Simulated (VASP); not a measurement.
# Br (Cmmm) in VASP: a series of runs

Br is run at these levels: PBE; tasks: single point, relaxation of cell and atoms.

Program: VASP 6.6.1. These are calculated values, not measurements. Logs are shortened: lines on timing, memory, paths and dates and some standing lists are left out, and cuts for length are marked.

### 1 The cell of the first run

It takes space group Cmmm (No. 65, orthorhombic). Conventional cell: a = 5.160 Å, b = 11.005 Å, c = 3.667 Å, α = 90.00°, β = 90.00°, γ = 90.00°. Br (site symmetry m) has 9 Br at 2.19 to 3.38 Å within 3.4 Å. Within 3.2 Å of Br (site symmetry 2/m) lie 6 Br at 2.40 to 2.58 Å.

The cell was generated, and may not be a known phase.

### 2 Single point, PBE

Input file INCAR:

```
PREC = Accurate ; ENCUT = 520
EDIFF = 1E-6 ; ISMEAR = 0
SIGMA = 0.1 ; LREAL = False
LASPH = True ; NELM = 100
ALGO = Normal ; ISIF = 2
LWAVE = False ; LCHARG = False
GGA = PE ; NBANDS = 30
```

Input file KPOINTS:

```
regular mesh
0
Gamma
  4 4 6
```

Input file POSCAR:

```
Br
1.0
    2.5800533700     -5.5027186700      0.0000000000
    2.5800533700      5.5027186700      0.0000000000
    0.0000000000      0.0000000000      3.6670939700
Br
6
Direct
    0.1019200500      0.3216338200      0.5000000000
    0.8980799500      0.6783661800      0.5000000000
    0.3216338200      0.1019200500      0.5000000000
    0.6783661800      0.8980799500      0.5000000000
    0.0000000000      0.5000000000      0.0000000000
    0.5000000000      0.0000000000      0.0000000000
```

Potentials or basis: VASP PAW PBE potentials, release 64 (Br).

Command:

```sh
> cat potpaw_PBE.64/Br/POTCAR > POTCAR
> mpirun -np 1 vasp_std > vasp.out
```

OUTCAR:

```text
PREC = Accurate
   ENCUT = 520
   EDIFF = 1E-6
   ISMEAR = 0
   LREAL = False
   LASPH = True
   NELM = 100
   ISIF = 2
   GGA = PE

 ion  position               nearest neighbor table
   1  0.102  0.322  0.500-   4 2.19   5 2.40   5 2.40   3 2.42
   2  0.898  0.678  0.500-   3 2.19   5 2.40   5 2.40   4 2.42
   3  0.322  0.102  0.500-   2 2.19   6 2.40   6 2.40   1 2.42
   4  0.678  0.898  0.500-   1 2.19   6 2.40   6 2.40   2 2.42
   5  0.000  0.500  0.000-   1 2.40   2 2.40   1 2.40   2 2.40   6 2.58   6 2.58
   6  0.500  0.000  0.000-   3 2.40   4 2.40   3 2.40   4 2.40   5 2.58   5 2.58

  LATTYP: Found a base centered orthorhombic cell.
 ALAT       =     5.1601067400
 B/A-ratio  =     2.1327925748
 C/A-ratio  =     0.7106624252

  Lattice vectors:

 A1 = (   2.5800533700,  -5.5027186700,   0.0000000000)
 A2 = (   2.5800533700,   5.5027186700,   0.0000000000)
 A3 = (   0.0000000000,   0.0000000000,   3.6670939700)

Analysis of symmetry for initial positions (statically):
=====================================================================
 Subroutine PRICEL returns:
 Original cell was already a primitive cell.

 Routine SETGRP: Setting up the symmetry group for a
 base centered orthorhombic supercell.

 Subroutine GETGRP returns: Found  8 space group operations
 (whereof  8 operations were pure point group operations)
 out of a pool of  8 trial point group operations.

The static configuration has the point symmetry D_2h.

Analysis of symmetry for dynamics (positions and initial velocities):
=====================================================================
 Subroutine PRICEL returns:
 Original cell was already a primitive cell.

 Routine SETGRP: Setting up the symmetry group for a
 base centered orthorhombic supercell.

 Subroutine GETGRP returns: Found  8 space group operations
 (whereof  8 operations were pure point group operations)
 out of a pool of  8 trial point group operations.

The dynamic configuration has the point symmetry D_2h.

 Subroutine INISYM returns: Found  8 space group operations
 (whereof  8 operations are pure point group operations),
 and found     1 'primitive' translations

----------------------------------------------------------------------------------------

                                     Primitive cell

  volume of cell :     104.1257

  direct lattice vectors                    reciprocal lattice vectors
     2.580053370 -5.502718670  0.000000000     0.193794441 -0.090864176  0.000000000
     2.580053370  5.502718670  0.000000000     0.193794441  0.090864176  0.000000000
     0.000000000  0.000000000  3.667093970     0.000000000  0.000000000  0.272695494

  length of vectors
     6.077547873  6.077547873  3.667093970     0.214038744  0.214038744  0.272695494

  position of ions in fractional coordinates (direct lattice)
     0.101920050  0.321633820  0.500000000
     0.898079950  0.678366180  0.500000000
     0.321633820  0.101920050  0.500000000
     0.678366180  0.898079950  0.500000000
     0.000000000  0.500000000  0.000000000
     0.500000000  0.000000000  0.000000000

  ion indices of the primitive-cell ions
   primitive index   ion index
                 1           1
                 2           2
                 3           3
                 4           4
                 5           5
                 6           6

----------------------------------------------------------------------------------------

 KPOINTS: regular mesh

Automatic generation of k-mesh.
 Grid dimensions read from file:
 generate k-points for:    4    4    6

 Generating k-lattice:

  Cartesian coordinates                     Fractional coordinates (reciprocal lattice)
     0.048448610 -0.022716044  0.000000000     0.250000000  0.000000000  0.000000000
     0.048448610  0.022716044  0.000000000     0.000000000  0.250000000  0.000000000
     0.000000000  0.000000000  0.045449249     0.000000000  0.000000000  0.166666667

  Length of vectors
     0.053509686  0.053509686  0.045449249

  Shift w.r.t. Gamma in fractional coordinates (k-lattice)
     0.000000000  0.000000000  0.000000000

 Subroutine IBZKPT returns following result:
 ===========================================

 Found     28 irreducible k-points:

 Following reciprocal coordinates:
            Coordinates               Weight
  0.000000  0.000000  0.000000      1.000000
  0.250000 -0.000000  0.000000      4.000000
  0.500000 -0.000000  0.000000      2.000000
  0.250000  0.250000  0.000000      2.000000
  0.500000  0.250000  0.000000      4.000000
 -0.250000  0.250000  0.000000      2.000000
[... 16 lines left out ...]
  0.250000 -0.000000  0.500000      4.000000
  0.500000 -0.000000  0.500000      2.000000
 [... further k-points ...]
   k-points           NKPTS =     28   k-points in BZ     NKDIM =     28   number of bands    NBANDS=     30
   number of dos      NEDOS =    301   number of ions     NIONS =      6
   total plane-waves  NPLWV =  64512
   dimension x,y,z NGX =    48 NGY =   48 NGZ =   28
   dimension x,y,z NGXF=    96 NGYF=   96 NGZF=   56
   ions per type =               6
   NGX,Y,Z   is equivalent  to a cutoff of  13.13, 13.13, 12.69 a.u.
   NGXF,Y,Z  is equivalent  to a cutoff of  26.26, 26.26, 25.39 a.u.
 SYSTEM =  unknown system
   PREC   = accura    normal or accurate (medium, high low for compatibility)
   ISTART =      0    job   : 0-new  1-cont  2-samecut
   ICHARG =      2    charge: 1-file 2-atom 10-const
   ISPIN  =      1    spin polarized calculation?
   LNONCOLLINEAR =      F non collinear calculations
   LSORBIT =      F    spin-orbit coupling
   LASPH  =      T    aspherical Exc in radial PAW
   ENCUT  =  520.0 eV  38.22 Ry    6.18 a.u.  11.30 11.30  6.82*2*pi/ulx,y,z
   NELM   =    100;   NELMIN=  2; NELMDL= -5     # of ELM steps
   EDIFF  = 0.1E-05   stopping-criterion for ELM
   LREAL  =      F    real-space projection
   EDIFFG = 0.1E-04   stopping-criterion for IOM
   NSW    =      0    number of steps for IOM
   IBRION =     -1    ionic relax: 0-MD 1-quasi-New 2-CG
   NFREE  =      0    steps in history (QN), initial steepest desc. (CG)
   ISIF   =      2    stress and relaxation
   ISYM   =      2    0-nonsym 1-usesym 2-fastsym
   POTIM  = 0.5000    time-step for ionic-motion
   TEBEG  =    0.0;   TEEND  =   0.0 temperature during run
   PSTRESS=    0.0 pullay stress
   NELECT =      42.0000    total number of electrons
   NUPDOWN=      -1.0000    fix difference up-down
   EMIN   =  10.00;   EMAX   =-10.00  energy-range for DOS
   EFERMI =   0.00;   METHOD = LEGACY
   ISMEAR =     0;   SIGMA  =   0.10  broadening in eV -4-tet -1-fermi 0-gaus
   EFERMI_NEDOS =   21; number of points for ismear=-14 and -15
   IALGO  =     38    algorithm
   IMIX   =      4    mixing-type and parameters
     AMIX     =   0.40;   BMIX     =  1.00
     AMIX_MAG =   1.60;   BMIX_MAG =  1.00
  volume/ion in A,a.u.               =      17.35       117.11
  Fermi-wavevector in a.u.,A,eV,Ry     =   1.209591  2.285796 19.906829  1.463111
  Thomas-Fermi vector in A             =   2.345164
   LORBIT       =      0    0 simple, 1 ext, 2 COOP (PROOUT), +10 PAW based schemes
   GGA     = PE    functional components
   LHFCALC =     F    Hartree Fock is set to
   AEXX    =    0.0000 exact exchange contribution
   IVDW    =     0    specifies the selected vdW correction
   LEPSILON=     F    determine dielectric tensor
   LRPA    =     F    only Hartree local field effects (RPA)
 non-spin polarized calculation
 Gauss-broadening in eV      SIGMA  =   0.10
  energy-cutoff  :      520.00
  volume of cell :      104.13
 maximum number of plane-waves:      2838
 NGX is ok and might be reduce to    48
   NGX = 23   NGY = 23   NGZ = 13

 number of electron      42.0000007 magnetization

 Free energy of the ion-electron system (eV)
  ---------------------------------------------------
  ext. energy  EPLUGINS =         0.00000000
  ---------------------------------------------------
  free energy    TOTEN  =         8.93320115 eV

  energy without entropy =        8.94460171  energy(sigma->0) =        8.93890143

 E-fermi :   8.9294     XC(G=0): -10.9574

 val. band max:        8.8052244393   @ k =   0.2500  -0.0000   0.5000
 cond. band min:       8.9401228242   @ k =   0.5000   0.5000   0.3333
 fundamental gap:      0.1348983848
 Fermi energy:         8.9293508409

 k-point     1 :       0.0000    0.0000    0.0000
  band No.  band energies     occupation
      1     -13.7081      2.00000
      2     -10.5654      2.00000
      3     -10.1668      2.00000
      4      -9.0705      2.00000
      5      -8.4617      2.00000
      6      -3.6218      2.00000
[... 22 lines left out ...]
     29      14.8920      0.00000
     30      15.1675      0.00000

 k-point     2 :       0.2500   -0.0000    0.0000
  band No.  band energies     occupation
      1     -13.4181      2.00000
      2     -11.3331      2.00000
      3     -10.0343      2.00000
      4      -9.3101      2.00000
      5      -7.8958      2.00000
      6      -4.5703      2.00000
[... 22 lines left out ...]
     29      15.3602      0.00000
     30      16.2170      0.00000

 k-point     3 :       0.5000   -0.0000    0.0000
  band No.  band energies     occupation
      1     -12.8312      2.00000
      2     -12.2118      2.00000
      3      -9.9375      2.00000
      4      -9.6682      2.00000
      5      -6.8035      2.00000
      6      -5.9153      2.00000
[... 22 lines left out ...]
     29      16.4397      0.00000
     30      16.5599      0.00000

 k-point     4 :       0.2500    0.2500    0.0000
  band No.  band energies     occupation
      1     -12.8570      2.00000
      2     -12.1368      2.00000
      3     -10.3920      2.00000
      4      -9.0146      2.00000
      5      -7.3933      2.00000
      6      -5.5203      2.00000
[... 22 lines left out ...]
     29      16.0924      0.00000
     30      16.2933      0.00000

 k-point     5 :       0.5000    0.2500    0.0000
  band No.  band energies     occupation
      1     -13.0280      2.00000
      2     -12.0689      2.00000
      3     -10.6530      2.00000
      4      -8.3110      2.00000
      5      -6.7955      2.00000
      6      -5.7879      2.00000
[... 22 lines left out ...]
     29      15.1977      0.00000
     30      15.9639      0.00000
[... 526 lines left out ...]
     29      16.0651      0.00000
     30      16.2063      0.00000

 k-point    22 :       0.0000    0.0000    0.5000
  band No.  band energies     occupation
      1     -12.3672      2.00000
      2     -10.8155      2.00000
      3     -10.0967      2.00000
      4      -8.1778      2.00000
      5      -8.0283      2.00000
      6      -7.4552      2.00000
[... 22 lines left out ...]
     29      16.0476      0.00000
     30      16.5377      0.00000

 k-point    23 :       0.2500   -0.0000    0.5000
  band No.  band energies     occupation
      1     -12.1543      2.00000
      2     -10.5414      2.00000
      3     -10.2077      2.00000
      4      -8.7483      2.00000
      5      -8.6042      2.00000
      6      -7.5090      2.00000
[... 22 lines left out ...]
     29      16.2640      0.00000
     30      16.8349      0.00000

 k-point    24 :       0.5000   -0.0000    0.5000
  band No.  band energies     occupation
      1     -11.8588      2.00000
      2     -10.4306      2.00000
      3      -9.7749      2.00000
      4      -9.7694      2.00000
      5      -9.0157      2.00000
      6      -7.6372      2.00000
[... 22 lines left out ...]
     29      15.5361      0.00000
     30      16.5769      0.00000

 [... further k-points ...]

------------------------ aborting loop because EDIFF is reached ----------------------------------------

  FORCE on cell =-STRESS in cart. coord.  units (eV):
  Direction    XX          YY          ZZ          XY          YZ          ZX
  --------------------------------------------------------------------------------------
  -------------------------------------------------------------------------------------
  Total       60.2876529     59.3628385     49.9151633      0.0000000      0.0000000      0.0000000
  in kB      927.6431136    913.4130403    768.0421316      0.0000000      0.0000000      0.0000000
  external PRESSURE =     869.6994285 kB  Pullay stress =       0.0000000 kB

 VOLUME and BASIS-vectors are now :
 -----------------------------------------------------------------------------
  energy-cutoff  :      520.00
  volume of cell :      104.13
      direct lattice vectors                 reciprocal lattice vectors
     2.580053370 -5.502718670  0.000000000     0.193794441 -0.090864176  0.000000000
     2.580053370  5.502718670  0.000000000     0.193794441  0.090864176  0.000000000
     0.000000000  0.000000000  3.667093970     0.000000000  0.000000000  0.272695494

 POSITION                                       TOTAL-FORCE (eV/Angst)
 -----------------------------------------------------------------------------------
      1.09279      1.20902      1.83355         6.720467     -1.912280     -0.000000
      4.06732     -1.20902      1.83355        -6.720467      1.912280      0.000000
      1.09279     -1.20902      1.83355         6.720467      1.912280     -0.000000
      4.06732      1.20902      1.83355        -6.720467     -1.912280      0.000000
      1.29003      2.75136      0.00000         0.000000      0.000000      0.000000
      1.29003     -2.75136      0.00000         0.000000      0.000000      0.000000
 -----------------------------------------------------------------------------------
    total drift:                                0.000000     -0.000000      0.000000

  FREE ENERGIE OF THE ION-ELECTRON SYSTEM (eV)
  ---------------------------------------------------
  free  energy   TOTEN  =         8.9332011539 eV

  energy  without entropy=        8.9446017055  energy(sigma->0) =        8.93890143
```

Wall time 2.6 min (1 thread of Oxide Virtual Turin-like, shared host); peak memory 0.22 GiB.

Results:

| Item | Value |
| --- | --- |
| Free energy | 8.9332 eV |
| Pressure | 87.0 GPa |
| Largest force | 6.987 eV/Å |
| Band gap on the k mesh | zero (bands 21 and 22 overlap by 2.48 eV) |

Forces on the atoms (eV/Å):
```
Br   6.720 -1.912  0.000
Br  -6.720  1.912  0.000
Br   6.720  1.912  0.000
Br  -6.720 -1.912  0.000
Br   0.000  0.000  0.000
Br   0.000  0.000  0.000
```

Stress tensor (GPa, compression positive):
```
92.76  0.00  0.00
 0.00 91.34  0.00
 0.00  0.00 76.80
```

Caveat: the stress differs along the axes, from 77 to 93 GPa; forces of over 1 eV/Å act on the atoms, so gaps and moduli don't describe the material at rest.

[end of part 1 of 2]

The gap in the log of VASP goes by the Fermi energy; the results here count the filled bands.